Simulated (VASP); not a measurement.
# Re (Fd-3m) in VASP: a series of runs

Re is run at these levels: PBE; tasks: single point, relaxation of cell and atoms.

Program: VASP 6.6.1. These are calculated values, not measurements. Logs are shortened: lines on timing, memory, paths and dates and some standing lists are left out, and cuts for length are marked.

## (1) The cell of the first run

Symmetry: Fd-3m, No. 227, cubic system. Conventional cell: a = 5.654 Å, b = 5.654 Å, c = 5.654 Å, α = 90.00°, β = 90.00°, γ = 90.00°. Re (site symmetry -43m) has 4 Re at 2.45 Å within 3.2 Å.

## (2) Single point, PBE

Input file INCAR:

```
SYSTEM = Re
ALGO     = Normal         ! electronic algorithm
EDIFF    = 1E-6           ! SCF threshold, eV
ENCUT    = 500            ! plane-wave cutoff, eV
GGA      = PE             ! functional
GGA_COMPAT= .FALSE.      
ISIF     = 2              ! what is computed and relaxed
ISMEAR   = 0              ! smearing method
LASPH    = .TRUE.         ! aspherical terms in the spheres
LCHARG   = .FALSE.        ! write CHGCAR
LREAL    = .FALSE.        ! projectors in reciprocal space
LWAVE    = .FALSE.        ! write WAVECAR
NBANDS   = 22             ! bands
NELM     = 120            ! most SCF steps
PREC     = Accurate       ! precision mode
SIGMA    = 0.05           ! smearing width, eV
```

Input file KPOINTS:

```
k-points
0
G
  7 7 7
  0 0 0
```

Input file POSCAR:

```
Re
1.0
    0.0000000000      2.8268910092      2.8268910092
    2.8268910092      0.0000000000      2.8268910092
    2.8268910092      2.8268910092      0.0000000000
Re
2
Direct
    0.0000000000      0.0000000000      0.0000000000
    0.2500000000      0.2500000000      0.2500000000
```

Potentials or basis: VASP PAW PBE potentials, release 64 (Re_sv_GW).

On the command line:

```sh
$ cat potpaw_PBE.64/Re_sv_GW/POTCAR > POTCAR
$ mpirun -np 1 vasp_std > vasp.out
```

OUTCAR:

```text
SYSTEM = Re
   EDIFF = 1E-6
   ENCUT = 500
   GGA = PE
   ISIF = 2
   ISMEAR = 0
   LASPH = .TRUE.
   LREAL = .FALSE.
   NELM = 120
   PREC = Accurate

 ion  position               nearest neighbor table
   1  0.000  0.000  0.000-   2 2.45   2 2.45   2 2.45   2 2.45
   2  0.250  0.250  0.250-   1 2.45   1 2.45   1 2.45   1 2.45

  LATTYP: Found a face centered cubic cell.
 ALAT       =     5.6537820184

  Lattice vectors:

 A1 = (   0.0000000000,   2.8268910092,   2.8268910092)
 A2 = (   2.8268910092,   0.0000000000,   2.8268910092)
 A3 = (   2.8268910092,   2.8268910092,   0.0000000000)

Analysis of symmetry for initial positions (statically):
=====================================================================
 Subroutine PRICEL returns:
 Original cell was already a primitive cell.

 Routine SETGRP: Setting up the symmetry group for a
 face centered cubic supercell.

 Subroutine GETGRP returns: Found 48 space group operations
 (whereof 24 operations were pure point group operations)
 out of a pool of 48 trial point group operations.

The static configuration has the point symmetry T_d .
 The point group associated with its full space group is O_h .

Analysis of symmetry for dynamics (positions and initial velocities):
=====================================================================
 Subroutine PRICEL returns:
 Original cell was already a primitive cell.

 Routine SETGRP: Setting up the symmetry group for a
 face centered cubic supercell.

 Subroutine GETGRP returns: Found 48 space group operations
 (whereof 24 operations were pure point group operations)
 out of a pool of 48 trial point group operations.

The dynamic configuration has the point symmetry T_d .
 The point group associated with its full space group is O_h .

 Subroutine INISYM returns: Found 48 space group operations
 (whereof 24 operations are pure point group operations),
 and found     1 'primitive' translations

----------------------------------------------------------------------------------------

                                     Primitive cell

  volume of cell :      45.1811

  direct lattice vectors                    reciprocal lattice vectors
     0.000000000  2.826891009  2.826891009    -0.176872755  0.176872755  0.176872755
     2.826891009  0.000000000  2.826891009     0.176872755 -0.176872755  0.176872755
     2.826891009  2.826891009  0.000000000     0.176872755  0.176872755 -0.176872755

  length of vectors
     3.997827605  3.997827605  3.997827605     0.306352598  0.306352598  0.306352598

  position of ions in fractional coordinates (direct lattice)
     0.000000000  0.000000000  0.000000000
     0.250000000  0.250000000  0.250000000

  ion indices of the primitive-cell ions
   primitive index   ion index
                 1           1
                 2           2

----------------------------------------------------------------------------------------

 KPOINTS: k-points

Automatic generation of k-mesh.
 Grid dimensions read from file:
 generate k-points for:    7    7    7

 Generating k-lattice:

  Cartesian coordinates                     Fractional coordinates (reciprocal lattice)
    -0.025267536  0.025267536  0.025267536     0.142857143  0.000000000  0.000000000
     0.025267536 -0.025267536  0.025267536     0.000000000  0.142857143  0.000000000
     0.025267536  0.025267536 -0.025267536     0.000000000  0.000000000  0.142857143

  Length of vectors
     0.043764657  0.043764657  0.043764657

  Shift w.r.t. Gamma in fractional coordinates (k-lattice)
     0.000000000  0.000000000  0.000000000

 Subroutine IBZKPT returns following result:
 ===========================================

 Found     20 irreducible k-points:

 Following reciprocal coordinates:
            Coordinates               Weight
  0.000000  0.000000  0.000000      1.000000
  0.142857  0.000000  0.000000      8.000000
  0.285714  0.000000  0.000000      8.000000
  0.428571  0.000000  0.000000      8.000000
  0.142857  0.142857  0.000000      6.000000
  0.285714  0.142857  0.000000     24.000000
[... 12 lines left out ...]
 -0.428571  0.428571  0.142857     24.000000
 -0.285714  0.428571  0.142857     24.000000
   k-points           NKPTS =     20   k-points in BZ     NKDIM =     20   number of bands    NBANDS=     22
   number of dos      NEDOS =    301   number of ions     NIONS =      2
   total plane-waves  NPLWV =  27000
   dimension x,y,z NGX =    30 NGY =   30 NGZ =   30
   dimension x,y,z NGXF=    60 NGYF=   60 NGZF=   60
   ions per type =               2
   NGX,Y,Z   is equivalent  to a cutoff of  12.48, 12.48, 12.48 a.u.
   NGXF,Y,Z  is equivalent  to a cutoff of  24.95, 24.95, 24.95 a.u.
 SYSTEM =  Re
   PREC   = accura    normal or accurate (medium, high low for compatibility)
   ISTART =      0    job   : 0-new  1-cont  2-samecut
   ICHARG =      2    charge: 1-file 2-atom 10-const
   ISPIN  =      1    spin polarized calculation?
   LNONCOLLINEAR =      F non collinear calculations
   LSORBIT =      F    spin-orbit coupling
   LASPH  =      T    aspherical Exc in radial PAW
   ENCUT  =  500.0 eV  36.75 Ry    6.06 a.u.   7.29  7.29  7.29*2*pi/ulx,y,z
   NELM   =    120;   NELMIN=  2; NELMDL= -5     # of ELM steps
   EDIFF  = 0.1E-05   stopping-criterion for ELM
   LREAL  =      F    real-space projection
   EDIFFG = 0.1E-04   stopping-criterion for IOM
   NSW    =      0    number of steps for IOM
   IBRION =     -1    ionic relax: 0-MD 1-quasi-New 2-CG
   NFREE  =      0    steps in history (QN), initial steepest desc. (CG)
   ISIF   =      2    stress and relaxation
   ISYM   =      2    0-nonsym 1-usesym 2-fastsym
   POTIM  = 0.5000    time-step for ionic-motion
   TEBEG  =    0.0;   TEEND  =   0.0 temperature during run
   PSTRESS=    0.0 pullay stress
   NELECT =      30.0000    total number of electrons
   NUPDOWN=      -1.0000    fix difference up-down
   EMIN   =  10.00;   EMAX   =-10.00  energy-range for DOS
   EFERMI =   0.00;   METHOD = LEGACY
   ISMEAR =     0;   SIGMA  =   0.05  broadening in eV -4-tet -1-fermi 0-gaus
   EFERMI_NEDOS =   21; number of points for ismear=-14 and -15
   IALGO  =     38    algorithm
   IMIX   =      4    mixing-type and parameters
     AMIX     =   0.40;   BMIX     =  1.00
     AMIX_MAG =   1.60;   BMIX_MAG =  1.00
  volume/ion in A,a.u.               =      22.59       152.45
  Fermi-wavevector in a.u.,A,eV,Ry     =   1.428224  2.698951 27.753470  2.039822
  Thomas-Fermi vector in A             =   2.548308
   LORBIT       =      0    0 simple, 1 ext, 2 COOP (PROOUT), +10 PAW based schemes
   GGA     = PE    functional components
   LHFCALC =     F    Hartree Fock is set to
   AEXX    =    0.0000 exact exchange contribution
   IVDW    =     0    specifies the selected vdW correction
   LEPSILON=     F    determine dielectric tensor
   LRPA    =     F    only Hartree local field effects (RPA)
 non-spin polarized calculation
 Gauss-broadening in eV      SIGMA  =   0.05
  energy-cutoff  :      500.00
  volume of cell :       45.18
 maximum number of plane-waves:      1161
 NGX is ok and might be reduce to    30
   NGX = 15   NGY = 15   NGZ = 15

 number of electron      30.0000001 magnetization

 Free energy of the ion-electron system (eV)
  ---------------------------------------------------
  ext. energy  EPLUGINS =         0.00000000
  ---------------------------------------------------
  free energy    TOTEN  =       -24.88355353 eV

  energy without entropy =      -24.88270587  energy(sigma->0) =      -24.88312970

 E-fermi :   6.6038     XC(G=0): -11.3148

 val. band max:        6.5791764511   @ k =  -0.4286   0.4286   0.0000
 cond. band min:       6.7105217127   @ k =  -0.2857   0.2857   0.0000
 fundamental gap:      0.1313452615
 Fermi energy:         6.6037628549

 k-point     1 :       0.0000    0.0000    0.0000
  band No.  band energies     occupation
      1     -72.8231      2.00000
      2     -72.5011      2.00000
      3     -35.0187      2.00000
      4     -35.0187      2.00000
      5     -35.0187      2.00000
      6     -34.0986      2.00000
[... 14 lines left out ...]
     21      17.9681      0.00000
     22      19.3323      0.00000

 k-point     2 :       0.1429    0.0000    0.0000
  band No.  band energies     occupation
      1     -72.8114      2.00000
      2     -72.5134      2.00000
      3     -35.0401      2.00000
      4     -35.0401      2.00000
      5     -35.0160      2.00000
      6     -34.1039      2.00000
[... 14 lines left out ...]
     21      17.6546      0.00000
     22      19.3883      0.00000

 k-point     3 :       0.2857    0.0000    0.0000
  band No.  band energies     occupation
      1     -72.7810      2.00000
      2     -72.5445      2.00000
      3     -35.0828      2.00000
      4     -35.0828      2.00000
      5     -35.0067      2.00000
      6     -34.1167      2.00000
[... 14 lines left out ...]
     21      16.7965      0.00000
     22      18.1559      0.00000

 k-point     4 :       0.4286    0.0000    0.0000
  band No.  band energies     occupation
      1     -72.7491      2.00000
      2     -72.5769      2.00000
      3     -35.1144      2.00000
      4     -35.1144      2.00000
      5     -35.0001      2.00000
      6     -34.1264      2.00000
[... 14 lines left out ...]
     21      16.6625      0.00000
     22      17.1816      0.00000

 k-point     5 :       0.1429    0.1429    0.0000
  band No.  band energies     occupation
      1     -72.8073      2.00000
      2     -72.5175      2.00000
      3     -35.0631      2.00000
      4     -35.0631      2.00000
      5     -34.9761      2.00000
      6     -34.1462      2.00000
[... 317 lines left out ...]
 k-point    18 :      -0.4286    0.2857    0.1429
  band No.  band energies     occupation
      1     -72.7199      2.00000
      2     -72.6063      2.00000
      3     -35.2134      2.00000
      4     -35.1616      2.00000
      5     -34.7961      2.00000
      6     -34.3310      2.00000
[... 14 lines left out ...]
     21      13.3799      0.00000
     22      14.3879      0.00000

 k-point    19 :      -0.4286    0.4286    0.1429
  band No.  band energies     occupation
      1     -72.6955      2.00000
      2     -72.6310      2.00000
      3     -35.2193      2.00000
      4     -35.2035      2.00000
      5     -34.6738      2.00000
      6     -34.4591      2.00000
[... 14 lines left out ...]
     21      11.8728      0.00000
     22      12.3451      0.00000

 k-point    20 :      -0.2857    0.4286    0.1429
  band No.  band energies     occupation
      1     -72.6856      2.00000
      2     -72.6409      2.00000
      3     -35.2327      2.00000
      4     -35.1970      2.00000
      5     -34.6625      2.00000
      6     -34.4668      2.00000
[... 14 lines left out ...]
     21      11.6553      0.00000
     22      12.5195      0.00000

------------------------ aborting loop because EDIFF is reached ----------------------------------------

  FORCE on cell =-STRESS in cart. coord.  units (eV):
  Direction    XX          YY          ZZ          XY          YZ          ZX
  --------------------------------------------------------------------------------------
  -------------------------------------------------------------------------------------
  Total       -0.4472728     -0.4472728     -0.4472728     -0.0000000     -0.0000000      0.0000000
  in kB      -15.8608306    -15.8608306    -15.8608306     -0.0000000     -0.0000000      0.0000000
  external PRESSURE =     -15.8608306 kB  Pullay stress =       0.0000000 kB

 VOLUME and BASIS-vectors are now :
 -----------------------------------------------------------------------------
  energy-cutoff  :      500.00
  volume of cell :       45.18
      direct lattice vectors                 reciprocal lattice vectors
     0.000000000  2.826891009  2.826891009    -0.176872755  0.176872755  0.176872755
     2.826891009  0.000000000  2.826891009     0.176872755 -0.176872755  0.176872755
     2.826891009  2.826891009  0.000000000     0.176872755  0.176872755 -0.176872755

 POSITION                                       TOTAL-FORCE (eV/Angst)
 -----------------------------------------------------------------------------------
      0.00000      0.00000      0.00000         0.000000     -0.000000      0.000000
      1.41345      1.41345      1.41345        -0.000000      0.000000     -0.000000
 -----------------------------------------------------------------------------------
    total drift:                                0.000000     -0.000000      0.000000

  FREE ENERGIE OF THE ION-ELECTRON SYSTEM (eV)
  ---------------------------------------------------
  free  energy   TOTEN  =       -24.8835535290 eV

  energy  without entropy=      -24.8827058750  energy(sigma->0) =      -24.88312970
```

It took 12 s on 1 thread of Intel Xeon 6975P-C (Granite Rapids), shared host; peak memory 0.17 GiB.

Results:

- Free energy: -24.8836 eV
- Pressure: -1.6 GPa
- Band gap on the k mesh: zero (band 15 reaches 7.43 eV, above the bottom of band 16 at 6.44 eV)

Levels at points of the mesh, in eV from the Fermi level:
| k point | band 11 | band 12 | band 13 | band 14 | band 15 | band 16 | band 17 | band 18 | band 19 | band 20 |
| --- | --- | --- | --- | --- | --- | --- | --- | --- | --- | --- |
| (0.00, 0.00, 0.00) | -2.79 | -2.05 | -2.05 | -2.05 | 0.83 | 0.83 | 0.83 | 4.25 | 4.25 | 11.28 |

Caveat: spin-orbit coupling is left out, which moves the levels of the heavy elements.

## (3) Single point, PBE

This run uses another cell than the first one, of 19.87 Å³/atom, 0.879 times its volume.

Input file INCAR:

```
SYSTEM = Re
ALGO     = Normal         ! electronic algorithm
EDIFF    = 1E-6           ! SCF threshold, eV
ENCUT    = 500            ! plane-wave cutoff, eV
GGA      = PE             ! functional
GGA_COMPAT= .False.      
ISIF     = 2              ! what is computed and relaxed
ISMEAR   = 0              ! smearing method
LASPH    = .True.         ! aspherical terms in the spheres
LCHARG   = .False.        ! write CHGCAR
LREAL    = .False.        ! projectors in reciprocal space
LWAVE    = .False.        ! write WAVECAR
NBANDS   = 22             ! bands
NELM     = 120            ! most SCF steps
PREC     = Accurate       ! precision mode
SIGMA    = 0.05           ! smearing width, eV
```

Input file KPOINTS:

```
k-points
0
Gamma
  7 7 7
  0 0 0
```

Input file POSCAR:

```
Re
1.0
    0.0000000000      2.7083094779      2.7083094779
    2.7083094779      0.0000000000      2.7083094779
    2.7083094779      2.7083094779      0.0000000000
Re
2
Direct
    0.0000000000      0.0000000000      0.0000000000
    0.2500000000      0.2500000000      0.2500000000
```

Potentials or basis: VASP PAW PBE potentials, release 64 (Re_sv_GW).

On the command line:

```sh
$ cat potpaw_PBE.64/Re_sv_GW/POTCAR > POTCAR
$ mpirun -np 1 vasp_std > vasp.out
```

It took 9 s on 1 thread of Intel Xeon 6975P-C (Granite Rapids), shared host; peak memory 0.16 GiB.

It converged, with:

| Property | Result |
| --- | --- |
| Free energy | -24.4203 eV |
| Pressure | 28.3 GPa |
| Band gap on the k mesh | zero (band 15 reaches 9.13 eV, above the bottom of band 16 at 8.04 eV) |

Levels at points of the mesh, in eV from the Fermi level:
```
           k point  band 12  band 13  band 14  band 15  band 16  band 17  band 18  band 19
(0.00, 0.00, 0.00)    -2.29    -2.29    -2.29     0.95     0.95     0.95     5.07     5.07
```

Caveat: spin-orbit coupling is left out, which moves the levels of the heavy elements.

## (4) Single point, PBE

This run uses another cell than the first one, of 20.60 Å³/atom, 0.912 times its volume.

Input file INCAR:

```
SYSTEM = Re
PREC = Accurate
ENCUT = 500
EDIFF = 1E-6
ISMEAR = 0
SIGMA = 0.05
LREAL = .FALSE.
LASPH = .TRUE.
NELM = 120
ALGO = Normal
ISIF = 2
LWAVE = .FALSE.
LCHARG = .FALSE.
GGA = PE
NBANDS = 22
GGA_COMPAT = .FALSE.
```

Input file KPOINTS:

```
regular mesh
0
G
  7 7 7
  0 0 0
```

Input file POSCAR:

```
Re
1.0
    0.0000000000      2.7414699650      2.7414699650
    2.7414699650      0.0000000000      2.7414699650
    2.7414699650      2.7414699650      0.0000000000
Re
2
Direct
    0.0000000000      0.0000000000      0.0000000000
    0.2500000000      0.2500000000      0.2500000000
```

On the command line:

```sh
$ cat potpaw_PBE.64/Re_sv_GW/POTCAR > POTCAR
$ mpirun -np 1 vasp_std > vasp.out
```

It used 28 s of CPU time on 1 thread of AMD EPYC 7R13 Processor (Zen 3), with other jobs on the host.

Results (log left out):

```yaml
Free_energy: -24.6519 eV
Pressure: 18.3 GPa
Band_gap_on_the_k_mesh: zero (band 15 reaches 8.63 eV, above the bottom of band 16 at 7.56 eV)
```

Levels at points of the mesh, in eV from the Fermi level:
```csv
k point,band 11,band 12,band 13,band 14,band 15,band 16,band 17,band 18,band 19,band 20
"(0.00, 0.00, 0.00)",-3.20,-2.21,-2.21,-2.21,0.92,0.92,0.92,4.83,4.83,11.63
```

Caveat: spin-orbit coupling is left out, which moves the levels of the heavy elements.

## (5) Relaxation of cell and atoms, PBE

This run uses another cell than the first one, of 19.14 Å³/atom, 0.847 times its volume.

Input file INCAR:

```
SYSTEM = Re
  ALGO = Normal
  EDIFF = 1E-7
  EDIFFG = -0.02
  ENCUT = 500
  GGA = PE
  GGA_COMPAT = .False.
  IBRION = 2
  ISIF = 3
  ISMEAR = 0
  LASPH = .True.
  LCHARG = .False.
  LREAL = .False.
  LWAVE = .False.
  NELM = 120
  NELMIN = 4
  NSW = 80
  PREC = Accurate
  SIGMA = 0.05
```

Input file KPOINTS:

```
k-points
0
Gamma
  7 7 7
  0 0 0
```

Input file POSCAR:

```
Re
1.0
    0.0000000000      2.6750000000      2.6750000000
    2.6750000000      0.0000000000      2.6750000000
    2.6750000000      2.6750000000      0.0000000000
Re
2
Direct
    0.0000000000      0.0000000000      0.0000000000
    0.2500000000      0.2500000000      0.2500000000
```

On the command line:

```sh
$ cat potpaw_PBE.64/Re_sv_GW/POTCAR > POTCAR
$ mpirun -np 1 vasp_std > vasp.out
```

Run time: 99 s. Hardware: 1 thread of AMD EPYC 9R45 (Zen 5), shared host; peak memory 0.13 GiB.

The run converged. Its results:

- Free energy: -24.8066 eV
- Relaxed volume: 22.41 Å³/atom
- Relaxed cell: a = 3.987 Å, b = 3.987 Å, c = 3.987 Å, α = 60.00°, β = 60.00°, γ = 60.00°
- Space group after relaxing (to 0.05 Å): Fd-3m (No. 227)
- Energy gained by relaxing: 355.0 meV/atom
- Ionic steps: 5
- Pressure after relaxing: 0.0 GPa
- Band gap on the k mesh: zero (band 15 reaches 7.53 eV, above the bottom of band 16 at 6.53 eV)

The path:
```tsv
step	energy change (eV)	largest force (eV/Å)	pressure (GPa)	volume (Å³)
1	0.0000	0.0000	39.76	38.28
2	3.1601	0.0000	-34.39	71.09
3	-0.6713	0.0000	-6.57	46.64
4	-0.7085	0.0000	-1.35	45.16
5	-0.7100	0.0000	0.03	44.81
```

Final structure:
```yaml
crystal:
  lattice:
    - [0.00000, 2.81923, 2.81923]
    - [2.81923, 0.00000, 2.81923]
    - [2.81923, 2.81923, 0.00000]
  atoms:
    - { symbol: Re, position: [0.00000, 0.00000, 0.00000] }
    - { symbol: Re, position: [0.25000, 0.25000, 0.25000] }
```

Levels at points of the mesh, in eV from the Fermi level:
| k point | band 13 | band 14 | band 15 | band 16 | band 17 | band 18 |
| --- | --- | --- | --- | --- | --- | --- |
| (0.00, 0.00, 0.00) | -2.06 | -2.06 | 0.84 | 0.84 | 0.84 | 4.31 |

Caveat: the volume moved by over 15 % at a fixed basis, so the end points are rough; spin-orbit coupling is left out, which moves the levels of the heavy elements.

## (6) The runs side by side

| task | cell | gap on the mesh (eV) | pressure (GPa) |
| --- | --- | --- | --- |
| single point | a = 3.998 Å, angles 60.0°, 2 atoms | none | -1.6 |
| single point | a = 3.830 Å, angles 60.0°, 2 atoms | none | 28.3 |
| single point | a = 3.877 Å, angles 60.0°, 2 atoms | none | 18.3 |
| relaxation of cell and atoms | relaxed from a = 3.783 Å, angles 60.0°, 2 atoms | none | 0.0 |

Alike in all rows: level PBE; potentials or basis VASP PAW PBE potentials, release 64 (Re_sv_GW); no spin polarisation; k mesh 7 × 7 × 7; cutoff (eV) 500; smearing gaussian 0.05 eV.

Caveats: spin-orbit coupling is left out, which moves the levels of the heavy elements; the volume moved by over 15 % at a fixed basis, so the end points are rough (some runs).

Absolute energies hang on the potentials; compare differences alone.
